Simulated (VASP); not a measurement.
# CdS (R3m) in VASP: single point with PBEsol

Aim: the single point of CdS with PBEsol.

Everything below comes from runs of VASP 6.6.1. Logs are shortened: lines on timing, memory, paths and dates and some standing lists are left out, and cuts for length are marked.

### Step 1. The cell of the first run

It takes space group R3m (No. 160, trigonal). Conventional cell: a = 3.988 Å, b = 3.988 Å, c = 10.979 Å, α = 90.00°, β = 90.00°, γ = 120.00°. Cd (site symmetry 3m) has 4 S at 2.53 to 2.57 Å within 3.3 Å. Within 3.3 Å of S (site symmetry 3m) lie 4 Cd at 2.53 to 2.57 Å.

### Step 2. Single point, PBEsol (strained and its atoms moved)

Contents of INCAR:

```
SYSTEM = CdS
  PREC = Accurate
  ENCUT = 520
  EDIFF = 1E-6
  ISMEAR = 0
  SIGMA = 0.02
  LREAL = .FALSE.
  LASPH = .TRUE.
  NELM = 80
  ALGO = Normal
  ISIF = 2
  LWAVE = .FALSE.
  LCHARG = .FALSE.
  GGA = PS
  NBANDS = 16
```

Contents of KPOINTS:

```
regular mesh
0
G
  8 8 8
  0 0 0
```

Contents of POSCAR:

```
CdS
1.0
   -0.2328000000      3.0529974000      3.0529974000
    2.8201974000      0.0000000000      2.8201974000
    2.8201974000      2.8201974000      0.0000000000
Cd S
1 1
Direct
    0.0297603232     -0.0099201077     -0.0099201077
    0.7202396768      0.7599201077      0.7599201077
```

Potentials or basis: VASP PAW PBE potentials, release 64 (Cd, S).

The run is started by

```sh
> cat potpaw_PBE.64/Cd/POTCAR potpaw_PBE.64/S/POTCAR > POTCAR
> mpirun -np 1 vasp_std > vasp.out
```

OUTCAR:

```text
SYSTEM = CdS
   PREC = Accurate
   ENCUT = 520
   EDIFF = 1E-6
   ISMEAR = 0
   LREAL = .FALSE.
   LASPH = .TRUE.
   NELM = 80
   ISIF = 2
   GGA = PS

 ion  position               nearest neighbor table
   1  0.030  0.990  0.990-   2 2.53   2 2.57   2 2.57   2 2.57
   2  0.720  0.760  0.760-   1 2.53   1 2.57   1 2.57   1 2.57

  LATTYP: Found a trigonal (rhomboedric) cell.
 ALAT       =     4.3238619415
 COS(alpha) =     0.5745824734

  Lattice vectors:

 A1 = (  -3.0529974000,   3.0529974000,   0.2328000000)
 A2 = (  -3.0529974000,   0.2328000000,   3.0529974000)
 A3 = (  -0.2328000000,   3.0529974000,   3.0529974000)

Analysis of symmetry for initial positions (statically):
=====================================================================
 Subroutine PRICEL returns:
 Original cell was already a primitive cell.

 Routine SETGRP: Setting up the symmetry group for a
 trigonal (rhombohedral) supercell.

 Subroutine GETGRP returns: Found  6 space group operations
 (whereof  6 operations were pure point group operations)
 out of a pool of 12 trial point group operations.

The static configuration has the point symmetry C_3v.

Analysis of symmetry for dynamics (positions and initial velocities):
=====================================================================
 Subroutine PRICEL returns:
 Original cell was already a primitive cell.

 Routine SETGRP: Setting up the symmetry group for a
 trigonal (rhombohedral) supercell.

 Subroutine GETGRP returns: Found  6 space group operations
 (whereof  6 operations were pure point group operations)
 out of a pool of 12 trial point group operations.

The dynamic configuration has the point symmetry C_3v.

 Subroutine INISYM returns: Found  6 space group operations
 (whereof  6 operations are pure point group operations),
 and found     1 'primitive' translations

----------------------------------------------------------------------------------------

                                     Primitive cell

  volume of cell :      50.4157

  direct lattice vectors                    reciprocal lattice vectors
    -0.232800000  3.052997400  3.052997400    -0.157758696  0.157758696  0.157758696
     2.820197400  0.000000000  2.820197400     0.170781268 -0.170781268  0.183803840
     2.820197400  2.820197400  0.000000000     0.170781268  0.183803840 -0.170781268

  length of vectors
     4.323861941  3.988361412  3.988361412     0.273246076  0.303506729  0.303506729

[... 79 lines left out ...]
   NELM   =     80;   NELMIN=  2; NELMDL= -5     # of ELM steps
   EDIFF  = 0.1E-05   stopping-criterion for ELM
   LREAL  =      F    real-space projection
   EDIFFG = 0.1E-04   stopping-criterion for IOM
   NSW    =      0    number of steps for IOM
   IBRION =     -1    ionic relax: 0-MD 1-quasi-New 2-CG
   NFREE  =      0    steps in history (QN), initial steepest desc. (CG)
   ISIF   =      2    stress and relaxation
   ISYM   =      2    0-nonsym 1-usesym 2-fastsym
   POTIM  = 0.5000    time-step for ionic-motion
   TEBEG  =    0.0;   TEEND  =   0.0 temperature during run
   PSTRESS=    0.0 pullay stress
   NELECT =      18.0000    total number of electrons
   NUPDOWN=      -1.0000    fix difference up-down
   EMIN   =  10.00;   EMAX   =-10.00  energy-range for DOS
   EFERMI =   0.00;   METHOD = LEGACY
   ISMEAR =     0;   SIGMA  =   0.02  broadening in eV -4-tet -1-fermi 0-gaus
   EFERMI_NEDOS =   21; number of points for ismear=-14 and -15
   IALGO  =     38    algorithm
   IMIX   =      4    mixing-type and parameters
     AMIX     =   0.40;   BMIX     =  1.00
     AMIX_MAG =   1.60;   BMIX_MAG =  1.00
  volume/ion in A,a.u.               =      25.21       170.11
  Fermi-wavevector in a.u.,A,eV,Ry     =   1.161387  2.194704 18.351819  1.348821
  Thomas-Fermi vector in A             =   2.297960
   LORBIT       =      0    0 simple, 1 ext, 2 COOP (PROOUT), +10 PAW based schemes
   GGA     = PS    functional components
   LHFCALC =     F    Hartree Fock is set to
   AEXX    =    0.0000 exact exchange contribution
   IVDW    =     0    specifies the selected vdW correction
   LEPSILON=     F    determine dielectric tensor
   LRPA    =     F    only Hartree local field effects (RPA)
 non-spin polarized calculation
 Gauss-broadening in eV      SIGMA  =   0.02
  energy-cutoff  :      520.00
  volume of cell :       50.42
 maximum number of plane-waves:      1406
   NGX = 17   NGY = 15   NGZ = 15

 number of electron      17.9999999 magnetization

 Free energy of the ion-electron system (eV)
  ---------------------------------------------------
  ext. energy  EPLUGINS =         0.00000000
  ---------------------------------------------------
  free energy    TOTEN  =        -6.72068745 eV

  energy without entropy =       -6.72068745  energy(sigma->0) =       -6.72068745

 E-fermi :   1.3920     XC(G=0):  -9.3292

 val. band max:        1.2624273437   @ k =   0.0000   0.0000   0.0000
 cond. band min:       1.8328082700   @ k =   0.0000   0.0000   0.0000
 fundamental gap:      0.5703809263
 Fermi energy:         1.3919518429

 k-point     1 :       0.0000    0.0000    0.0000
  band No.  band energies     occupation
      1     -11.1582      2.00000
      2      -6.6589      2.00000
      3      -6.5423      2.00000
      4      -6.5423      2.00000
      5      -6.1585      2.00000
      6      -6.1585      2.00000
[... 433 lines left out ...]
      3      -6.3774      2.00000
      4      -6.3339      2.00000
      5      -6.0838      2.00000
      6      -5.9869      2.00000
[... 8 lines left out ...]
     15      13.6479      0.00000
     16      14.1689      0.00000

 [... further k-points ...]

------------------------ aborting loop because EDIFF is reached ----------------------------------------

  FORCE on cell =-STRESS in cart. coord.  units (eV):
  Direction    XX          YY          ZZ          XY          YZ          ZX
  --------------------------------------------------------------------------------------
  -------------------------------------------------------------------------------------
  Total       -0.5123830     -0.5123830     -0.5123830      0.5709687     -0.5709687      0.5709687
  in kB      -16.2831937    -16.2831937    -16.2831937     18.1450083    -18.1450083     18.1450083
  external PRESSURE =     -16.2831937 kB  Pullay stress =       0.0000000 kB

 VOLUME and BASIS-vectors are now :
 -----------------------------------------------------------------------------
  energy-cutoff  :      520.00
  volume of cell :       50.42
      direct lattice vectors                 reciprocal lattice vectors
    -0.232800000  3.052997400  3.052997400    -0.157758696  0.157758696  0.157758696
     2.820197400  0.000000000  2.820197400     0.170781268 -0.170781268  0.183803840
     2.820197400  2.820197400  0.000000000     0.170781268  0.183803840 -0.170781268

 POSITION                                       TOTAL-FORCE (eV/Angst)
 -----------------------------------------------------------------------------------
      5.57751      2.88308      2.88308         0.171209     -0.171209     -0.171209
      4.11858      4.34201      4.34201        -0.171209      0.171209      0.171209
 -----------------------------------------------------------------------------------
    total drift:                               -0.000152      0.000102      0.000102

  FREE ENERGIE OF THE ION-ELECTRON SYSTEM (eV)
  ---------------------------------------------------
  free  energy   TOTEN  =        -6.7206874478 eV

  energy  without entropy=       -6.7206874478  energy(sigma->0) =       -6.72068745
```

OSZICAR:

```text
N       E                     dE             d eps       ncg     rms          rms(c)
DAV:   1     0.109526729468E+03    0.10953E+03   -0.90013E+03  2096   0.103E+03
DAV:   2    -0.287943850753E+01   -0.11241E+03   -0.10567E+03  2528   0.254E+02
DAV:   3    -0.722713093272E+01   -0.43477E+01   -0.43395E+01  2616   0.518E+01
DAV:   4    -0.725346895476E+01   -0.26338E-01   -0.26336E-01  2632   0.399E+00
DAV:   5    -0.725381491000E+01   -0.34596E-03   -0.34595E-03  2576   0.433E-01    0.726E+00
DAV:   6    -0.674644611307E+01    0.50737E+00   -0.83134E-01  3160   0.121E+01    0.594E+00
DAV:   7    -0.672407613291E+01    0.22370E-01   -0.16751E-01  2688   0.291E+00    0.288E+00
DAV:   8    -0.672087743939E+01    0.31987E-02   -0.17057E-02  2368   0.159E+00    0.237E-01
DAV:   9    -0.672059675364E+01    0.28069E-03   -0.19113E-03  2712   0.633E-01    0.619E-02
DAV:  10    -0.672064794639E+01   -0.51193E-04   -0.20214E-04  2544   0.152E-01    0.605E-02
DAV:  11    -0.672069201071E+01   -0.44064E-04   -0.73420E-05  2592   0.720E-02    0.210E-02
DAV:  12    -0.672068690150E+01    0.51092E-05   -0.15181E-05  2720   0.462E-02    0.737E-03
DAV:  13    -0.672068744779E+01   -0.54629E-06   -0.20014E-06  2440   0.896E-03
   1 F= -.67206874E+01 E0= -.67206874E+01  d E =-.268671E-22
```

Run time: 83 s. Hardware: 1 thread of AMD EPYC 7R43 (Zen 3), shared host; peak memory 0.16 GiB.

What came out:

| Quantity | Value |
| --- | --- |
| Free energy | -6.7207 eV |
| Pressure | -1.6 GPa |
| Largest force | 0.297 eV/Å |
| Band gap on the k mesh | 0.57 eV, direct |

Forces in eV/Å, atoms in the order of the input:
```
Cd   0.171 -0.171 -0.171
S   -0.171  0.171  0.171
```

Stress tensor (GPa, compression positive):
```
-1.63  1.81  1.81
 1.81 -1.63 -1.81
 1.81 -1.81 -1.63
```

Levels at points of the mesh, in eV from the valence-band top:
| k point | band 7 | band 8 | band 9 | band 10 | band 11 | band 12 |
| --- | --- | --- | --- | --- | --- | --- |
| (0.00, 0.00, 0.00) | -0.67 | 0.00 | 0.00 | 0.57 | 5.73 | 6.83 |
| (0.50, 0.00, 0.00) | -4.96 | -0.64 | -0.64 | 3.46 | 6.51 | 7.46 |
| (0.00, 0.50, 0.00) | -4.35 | -1.31 | -0.64 | 2.36 | 6.49 | 6.50 |
| (0.50, 0.50, 0.00) | -4.06 | -2.26 | -1.65 | 2.78 | 4.39 | 8.39 |

Caveat: the cell differs from its parent crystal (strained and its atoms moved); the PAW data sets were made with another functional, which shifts forces and pressure a little.
